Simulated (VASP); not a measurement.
# Ir (Imma) in VASP: further runs

The runs below take Ir through relaxation of cell and atoms, single point, with r2SCAN.

All numbers are computed with VASP 6.6.1; they aren't measurements. Logs are shortened: lines on timing, memory, paths and dates and some standing lists are left out, and cuts for length are marked.

### 1 The cell of the first run

Symmetry: Imma, No. 74, orthorhombic system. The conventional cell has a = 4.352 Å, b = 4.579 Å, c = 2.465 Å, α = 90.00°, β = 90.00°, γ = 90.00°. Ir (site symmetry mm2) has 8 Ir at 2.31 to 2.65 Å within 3.0 Å.

### 2 Relaxation of cell and atoms, r2SCAN

POSCAR reads:

```
Ir
1.0
    0.0000000000      0.0000000000      2.4650157600
    2.2895639400     -2.1759808200      1.2325078800
    2.2895639400      2.1759808200     -1.2325078800
Ir
2
Direct
    0.4430000000      0.7500000000      0.2500000000
    0.5570000000      0.2500000000      0.7500000000
```

INCAR.step1 reads:

```
ALGO     = Normal         # electronic algorithm
EDIFF    = 1E-4           # SCF threshold, eV
ENCUT    = 600            # plane-wave cutoff, eV
GGA      = PE             # functional
ISMEAR   = -1             # smearing method
LASPH    = True           # aspherical terms in the spheres
LCHARG   = False          # write CHGCAR
LREAL    = False          # projectors in reciprocal space
LWAVE    = True           # write WAVECAR
NELM     = 100            # most SCF steps
PREC     = Accurate       # precision mode
SIGMA    = 0.1            # smearing width, eV
```

INCAR.step2 reads:

```
ALGO     = Normal         # electronic algorithm
EDIFF    = 1E-7           # SCF threshold, eV
EDIFFG   = -0.03          # ionic threshold
ENCUT    = 600            # plane-wave cutoff, eV
IBRION   = 2              # ionic algorithm
ISIF     = 3              # what is computed and relaxed
ISMEAR   = -1             # smearing method
ISTART   = 1            
LASPH    = True           # aspherical terms in the spheres
LCHARG   = False          # write CHGCAR
LMIXTAU  = True         
LREAL    = False          # projectors in reciprocal space
LWAVE    = False          # write WAVECAR
METAGGA  = R2SCAN         # meta-GGA
NELM     = 100            # most SCF steps
NSW      = 100            # ionic steps
PREC     = Accurate       # precision mode
SIGMA    = 0.1            # smearing width, eV
```

KPOINTS reads:

```
k-points
0
Gamma
  8 8 8
```

Potentials or basis: VASP PAW PBE potentials, release 64 (Ir).

Run with:

```bash
cat potpaw_PBE.64/Ir/POTCAR > POTCAR
cp INCAR.step1 INCAR
mpirun -np 1 vasp_std > vasp.out
cp INCAR.step2 INCAR
mpirun -np 1 vasp_std > vasp.out
```

OUTCAR:

```text
EDIFF = 1E-7
   EDIFFG = -0.03
   ENCUT = 600
   IBRION = 2
   ISIF = 3
   ISMEAR = -1
   ISTART = 1
   LASPH = True
   LREAL = False
   METAGGA = R2SCAN
   NELM = 100
   NSW = 100
   PREC = Accurate

 ion  position               nearest neighbor table
   1  0.443  0.750  0.250-   2 2.31   2 2.31   2 2.37   2 2.37   2 2.65   2 2.65   2 3.16   2 3.16

   2  0.557  0.250  0.750-   1 2.31   1 2.31   1 2.37   1 2.37   1 2.65   1 2.65   1 3.16   1 3.16

  LATTYP: Found a body centered orthorhombic cell.
 ALAT       =     2.4650157600
 B/A-ratio  =     1.7654903918
 C/A-ratio  =     1.8576464923

  Lattice vectors:

 A1 = (  -2.2895639400,   2.1759808200,  -1.2325078800)
 A2 = (  -2.2895639400,  -2.1759808200,   1.2325078800)
 A3 = (   2.2895639400,   2.1759808200,   1.2325078800)

Analysis of symmetry for initial positions (statically):
=====================================================================
 Subroutine PRICEL returns:
 Original cell was already a primitive cell.

 Routine SETGRP: Setting up the symmetry group for a
 body centered orthorhombic supercell.

 Subroutine GETGRP returns: Found  8 space group operations
 (whereof  4 operations were pure point group operations)
 out of a pool of  8 trial point group operations.

The static configuration has the point symmetry C_2h.
 The point group associated with its full space group is D_2h.

Analysis of symmetry for dynamics (positions and initial velocities):
=====================================================================
 Subroutine PRICEL returns:
 Original cell was already a primitive cell.

 Routine SETGRP: Setting up the symmetry group for a
 body centered orthorhombic supercell.

 Subroutine GETGRP returns: Found  8 space group operations
 (whereof  4 operations were pure point group operations)
 out of a pool of  8 trial point group operations.

The dynamic configuration has the point symmetry C_2h.
 The point group associated with its full space group is D_2h.

 Subroutine INISYM returns: Found  8 space group operations
 (whereof  4 operations are pure point group operations),
 and found     1 'primitive' translations

----------------------------------------------------------------------------------------

                                     Primitive cell

  volume of cell :      24.5616

  direct lattice vectors                    reciprocal lattice vectors
     0.000000000  0.000000000  2.465015760     0.000000000  0.229781437  0.405676919
     2.289563940 -2.175980820  1.232507880     0.218382196 -0.229781437  0.000000000
     2.289563940  2.175980820 -1.232507880     0.218382196  0.229781437  0.000000000

  length of vectors
     2.465015760  3.390585678  3.390585678     0.466233066  0.317002038  0.317002038

  position of ions in fractional coordinates (direct lattice)
     0.443000000  0.750000000  0.250000000
     0.557000000  0.250000000  0.750000000

  ion indices of the primitive-cell ions
   primitive index   ion index
                 1           1
                 2           2

----------------------------------------------------------------------------------------

 KPOINTS: k-points

Automatic generation of k-mesh.
 Grid dimensions read from file:
 generate k-points for:    8    8    8

 Generating k-lattice:

  Cartesian coordinates                     Fractional coordinates (reciprocal lattice)
     0.000000000  0.028722680  0.050709615     0.125000000  0.000000000  0.000000000
     0.027297774 -0.028722680  0.000000000     0.000000000  0.125000000  0.000000000
     0.027297774  0.028722680  0.000000000     0.000000000  0.000000000  0.125000000

  Length of vectors
     0.058279133  0.039625255  0.039625255

  Shift w.r.t. Gamma in fractional coordinates (k-lattice)
     0.000000000  0.000000000  0.000000000

 Subroutine IBZKPT returns following result:
 ===========================================

 Found     95 irreducible k-points:

 Following reciprocal coordinates:
            Coordinates               Weight
  0.000000  0.000000  0.000000      1.000000
  0.125000  0.000000  0.000000      4.000000
  0.250000  0.000000  0.000000      4.000000
  0.375000 -0.000000  0.000000      4.000000
  0.500000  0.000000  0.000000      2.000000
  0.000000  0.125000  0.000000      4.000000
[... 16 lines left out ...]
  0.125000  0.375000 -0.000000      8.000000
  0.250000  0.375000 -0.000000      8.000000
 [... further k-points ...]
   k-points           NKPTS =     95   k-points in BZ     NKDIM =     95   number of bands    NBANDS=     13
   number of dos      NEDOS =    301   number of ions     NIONS =      2
   total plane-waves  NPLWV =  15680
   dimension x,y,z NGX =    20 NGY =   28 NGZ =   28
   dimension x,y,z NGXF=    40 NGYF=   56 NGZF=   56
   ions per type =               2
   NGX,Y,Z   is equivalent  to a cutoff of  13.49, 13.73, 13.73 a.u.
   NGXF,Y,Z  is equivalent  to a cutoff of  26.98, 27.46, 27.46 a.u.
 SYSTEM =  unknown system
   PREC   = accura    normal or accurate (medium, high low for compatibility)
   ISTART =      1    job   : 0-new  1-cont  2-samecut
   ICHARG =      0    charge: 1-file 2-atom 10-const
   ISPIN  =      1    spin polarized calculation?
   LNONCOLLINEAR =      F non collinear calculations
   LSORBIT =      F    spin-orbit coupling
   LASPH  =      T    aspherical Exc in radial PAW
   ENCUT  =  600.0 eV  44.10 Ry    6.64 a.u.   4.92  6.77  6.77*2*pi/ulx,y,z
   NELM   =    100;   NELMIN=  2; NELMDL=  0     # of ELM steps
   EDIFF  = 0.1E-06   stopping-criterion for ELM
   LREAL  =      F    real-space projection
   EDIFFG = -.3E-01   stopping-criterion for IOM
   NSW    =    100    number of steps for IOM
   IBRION =      2    ionic relax: 0-MD 1-quasi-New 2-CG
   NFREE  =      1    steps in history (QN), initial steepest desc. (CG)
   ISIF   =      3    stress and relaxation
   ISYM   =      2    0-nonsym 1-usesym 2-fastsym
   POTIM  = 0.5000    time-step for ionic-motion
   TEBEG  =    0.0;   TEEND  =   0.0 temperature during run
   PSTRESS=    0.0 pullay stress
   NELECT =      18.0000    total number of electrons
   NUPDOWN=      -1.0000    fix difference up-down
   EMIN   =  10.00;   EMAX   =-10.00  energy-range for DOS
   EFERMI =   0.00;   METHOD = LEGACY
   ISMEAR =    -1;   SIGMA  =   0.10  broadening in eV -4-tet -1-fermi 0-gaus
   EFERMI_NEDOS =   21; number of points for ismear=-14 and -15
   IALGO  =     38    algorithm
   IMIX   =      4    mixing-type and parameters
     AMIX     =   0.40;   BMIX     =  1.00
     AMIX_MAG =   1.60;   BMIX_MAG =  1.00
  volume/ion in A,a.u.               =      12.28        82.88
  Fermi-wavevector in a.u.,A,eV,Ry     =   1.475978  2.789194 29.640434  2.178510
  Thomas-Fermi vector in A             =   2.590561
   LORBIT       =      0    0 simple, 1 ext, 2 COOP (PROOUT), +10 PAW based schemes
   METAGGA = R2SCAN    functional components
   LHFCALC =     F    Hartree Fock is set to
   AEXX    =    0.0000 exact exchange contribution
   IVDW    =     0    specifies the selected vdW correction
   LEPSILON=     F    determine dielectric tensor
   LRPA    =     F    only Hartree local field effects (RPA)
 conjugate gradient relaxation of ions
 non-spin polarized calculation
  energy-cutoff  :      600.00
  volume of cell :       24.56
 maximum number of plane-waves:       836
   NGX =  9   NGY = 13   NGZ = 13

--------------------------------------- Ionic step        1  -------------------------------------------

 number of electron      17.9999999 magnetization

 Free energy of the ion-electron system (eV)
  ---------------------------------------------------
  ext. energy  EPLUGINS =         0.00000000
  ---------------------------------------------------
  free energy    TOTEN  =      -100.99793158 eV

  energy without entropy =     -100.94576442  energy(sigma->0) =     -100.97184800

 E-fermi :  12.6339     XC(G=0): -16.1064

 val. band max:       12.5813369281   @ k =   0.1250   0.5000   0.3750
 cond. band min:      12.6432777636   @ k =  -0.2500   0.2500   0.1250
 fundamental gap:      0.0619408355
 Fermi energy:        12.6339308871

 k-point     1 :       0.0000    0.0000    0.0000
  band No.  band energies     occupation
      1      -0.0573      2.00000
      2       2.4846      2.00000
      3       3.5229      2.00000
      4       4.6805      2.00000
      5       7.0799      2.00000
      6       8.7696      2.00000
      7       9.1995      2.00000
      8      13.8240      0.00001
      9      14.2172      0.00000
     10      14.9562      0.00000
     11      17.4129      0.00000
     12      19.0419      0.00000
[... 1244 lines left out ...]
 k-point    24 :       0.2500    0.3750   -0.0000
  band No.  band energies     occupation
      1      -1.1917      2.00000
      2       0.7526      2.00000
      3       0.9633      2.00000
      4       1.1473      2.00000
      5       1.5302      2.00000
      6       2.2566      2.00000
      7       2.4509      1.99999
      8       2.7900      1.99981
      9       3.0171      1.99812
     10       3.6457      1.32960
     11       3.8499      0.40957
     12       7.8940      0.00000
     13      11.1210      0.00000

 [... further k-points ...]

[... ionic steps 4 to 14 ...]

--------------------------------------- Ionic step       15  -------------------------------------------

 number of electron      18.0000000 magnetization

------------------------ aborting loop because EDIFF is reached ----------------------------------------

  FORCE on cell =-STRESS in cart. coord.  units (eV):
  Direction    XX          YY          ZZ          XY          YZ          ZX
  --------------------------------------------------------------------------------------
  -------------------------------------------------------------------------------------
  Total       -0.5542958      0.3855841     -0.0395777      0.0000000     -0.0000000      0.0000000
  in kB      -28.2693958     19.6650053     -2.0184850      0.0000000     -0.0000000      0.0000000
  external PRESSURE =      -3.5409585 kB  Pullay stress =       0.0000000 kB
[... 57 lines left out ...]
  energy  without entropy=     -103.5222693831  energy(sigma->0) =     -103.56393064

--------------------------------------- Ionic step       17  -------------------------------------------

 number of electron      18.0000000 magnetization

 Free energy of the ion-electron system (eV)
  ---------------------------------------------------
  ext. energy  EPLUGINS =         0.00000000
  ---------------------------------------------------
  free energy    TOTEN  =      -103.60576876 eV

  energy without entropy =     -103.52274988  energy(sigma->0) =     -103.56425932

 E-fermi :   8.2097     XC(G=0): -14.4140

 val. band max:        8.2052187631   @ k =   0.1250  -0.1250   0.1250
 cond. band min:       8.2173387412   @ k =   0.5000  -0.2500   0.1250
 fundamental gap:      0.0121199781
 Fermi energy:         8.2096600592

 k-point     1 :       0.0000    0.0000    0.0000
  band No.  band energies     occupation
      1      -1.7964      2.00000
      2       1.5502      2.00000
      3       1.8455      2.00000
      4       2.0768      2.00000
      5       4.9993      2.00000
      6       5.1028      2.00000
      7       6.0880      2.00000
      8       9.6743      0.00000
      9       9.6876      0.00000
     10      10.5725      0.00000
     11      11.4486      0.00000
     12      13.7594      0.00000
[... 398 lines left out ...]
  FREE ENERGIE OF THE ION-ELECTRON SYSTEM (eV)
  ---------------------------------------------------
  free  energy   TOTEN  =      -103.6057687612 eV

  energy  without entropy=     -103.5227498792  energy(sigma->0) =     -103.56425932

 reached required accuracy - stopping structural energy minimisation
```

Wall time 28 min (1 thread of AMD EPYC 7R13 (Zen 3), shared host); peak memory 0.16 GiB.

What came out:

```
Free energy                            : -103.6058 eV
Relaxed volume                         : 15.67 Å³/atom
Relaxed cell                           : a = 2.639 Å, b = 3.701 Å, c = 3.701 Å, α = 91.34°, β = 110.89°, γ = 69.11°
Space group after relaxing (to 0.05 Å) : P6/mmm (No. 191)
Energy gained by relaxing              : 1303.9 meV/atom
Ionic steps                            : 17
Pressure after relaxing                : 0.1 GPa
Largest force after relaxing           : 0.005 eV/Å
Band gap on the k mesh                 : zero (band 9 reaches 10.48 eV, above the bottom of band 10 at 6.59 eV)
```

Forces in eV/Å, atoms in the order of the input:
```
Ir   0.000  0.000  0.005
Ir   0.000  0.000 -0.005
```

Stress tensor (GPa, compression positive):
```
 0.17  0.00  0.00
 0.00  0.17  0.00
 0.00  0.00 -0.19
```

Step by step:
```csv
step,energy change (eV),largest force (eV/Å),pressure (GPa),volume (Å³)
1,0.0000,1.3454,140.09,24.56
2,8.0343,0.2397,-19.38,85.67
3,3.9976,0.2428,-34.39,60.86
4,0.0867,0.0869,-42.69,44.88
5,-2.3604,0.2875,-17.66,33.71
6,-2.4449,0.5090,10.47,30.50
7,-2.4816,0.4168,-2.20,31.71
8,-2.4822,0.4281,-0.74,31.55
9,-2.5094,0.8136,2.91,31.31
10,-2.5187,0.7052,1.21,31.40
11,-2.5550,0.5492,-2.45,31.73
12,-2.5708,0.3384,-5.89,32.10
13,-2.5890,0.2202,-3.61,31.82
14,-2.5998,0.0149,-0.08,31.43
15,-2.6053,0.0107,-0.35,31.41
16,-2.6077,0.0061,-0.59,31.40
17,-2.6078,0.0054,0.05,31.33
```

Final structure:
```
Ir
1.0
     0.00000    0.00000    2.63913
     2.58624   -2.29532    1.31957
     2.58624    2.29532   -1.31957
Ir
2
Direct
  0.49977 0.75000 0.25000
  0.50023 0.25000 0.75000
```

Caveat: the k points lie up to 0.34 Å⁻¹ apart in the final cell; the volume moved by over 15 % at a fixed basis, so the end points are rough; the PAW data sets were made with another functional, which shifts forces and pressure a little; spin-orbit coupling is left out, which moves the levels of the heavy elements.

(Continued in part 2 of 2.)
